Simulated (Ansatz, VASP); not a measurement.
One calculation of In5TeMo2, two programs

INCAR

```
PREC     = Accurate       # precision mode
ENCUT    = 500            # plane-wave cutoff, eV
EDIFF    = 1E-7           # SCF threshold, eV
ISMEAR   = 0              # smearing method
SIGMA    = 0.2            # smearing width, eV
LREAL    = False          # projectors in reciprocal space
LASPH    = True           # aspherical terms in the spheres
NELM     = 120            # most SCF steps
ALGO     = Normal         # electronic algorithm
ISIF     = 3              # what is computed and relaxed
LWAVE    = False          # write WAVECAR
LCHARG   = False          # write CHGCAR
GGA      = PE             # functional
IBRION   = 2              # ionic algorithm
NSW      = 36             # ionic steps
EDIFFG   = -0.08          # ionic threshold
GGA_COMPAT= False        
NELMIN   = 4
```

File KPOINTS:

```
regular mesh
0
Gamma
  3 3 4
```

The input POSCAR:

```
In5TeMo2
1.0
    7.1406936700      0.0000000000      0.0000000000
   -3.5703468300      6.1840221200      0.0000000000
    0.0000000000      0.0000000000      4.6457002700
In Te Mo
5 1 2
Direct
    0.3333333300      0.6666666700      0.5000000000
    0.6666666700      0.3333333300      0.5000000000
    0.5000000000      0.0000000000      0.0000000000
    0.0000000000      0.5000000000      0.0000000000
    0.5000000000      0.5000000000      0.0000000000
    0.0000000000      0.0000000000      0.0000000000
    0.3333333300      0.6666666700      0.0000000000
    0.6666666700      0.3333333300      0.0000000000
```

Input for Ansatz:

```yaml
crystal:
  lattice:
    - [7.14069367, 0.0, 0.0]
    - [-3.57034683, 6.18402212, 0.0]
    - [0.0, 0.0, 4.64570027]
  atoms:
    - { symbol: In, position: [0.33333333, 0.66666667, 0.5] }
    - { symbol: In, position: [0.66666667, 0.33333333, 0.5] }
    - { symbol: In, position: [0.5, 0.0, 0.0] }
    - { symbol: In, position: [0.0, 0.5, 0.0] }
    - { symbol: In, position: [0.5, 0.5, 0.0] }
    - { symbol: Te, position: [0.0, 0.0, 0.0] }
    - { symbol: Mo, position: [0.33333333, 0.66666667, 0.0] }
    - { symbol: Mo, position: [0.66666667, 0.33333333, 0.0] }
basis:
  ecutwfc: 420
kpoints:
  mp_grid: { grid: [3, 3, 4] }
hamiltonian:
  xc: pbe
scf:
  occupations: { method: gaussian, width: 0.2 }
  lower_state_search: "off"
output:
  forces: true
  stress: true
  eigenvalues: true
relax:
  adjacent_minimum: "off"
  f_tol: 0.08
  max_steps: 16
  cell: { stress_tol: 0.8 }
```

Alike in both runs: task relaxation of cell and atoms; functional PBE; k mesh 3 × 3 × 4; occupations gaussian, width 0.2 eV; no spin polarisation.

|  | VASP | Ansatz |
| --- | --- | --- |
| version | VASP 6.6.1 | Ansatz 0.2.0 |
| potentials or method | VASP PAW PBE potentials, release 64 (In_d, Te, Mo_sv), cutoff 500 eV | scalar-relativistic, plane waves, PAW |
| valence electrons in the cell | 99 | 109 |

```csv
,VASP,Ansatz,Ansatz less VASP
"gap on the k mesh at the Fermi level, each at its own relaxed structure (eV)",none,none,-
relaxed volume (Å³/atom),47.87,47.84,-0.038
relaxed length of the cell vector where the two differ most in proportion (Å),5.369,5.412,+0.0433
```

A gap of «none» marks a metal or a gap that the smearing closes. VASP's potentials hold 99 valence electrons a cell and Ansatz's 109, so a difference there can come from the potentials and not from the codes.

Neither program's run includes spin-orbit coupling. Noted on VASP's run: the volume moved by over 15 % at a fixed basis, so the end points are rough.
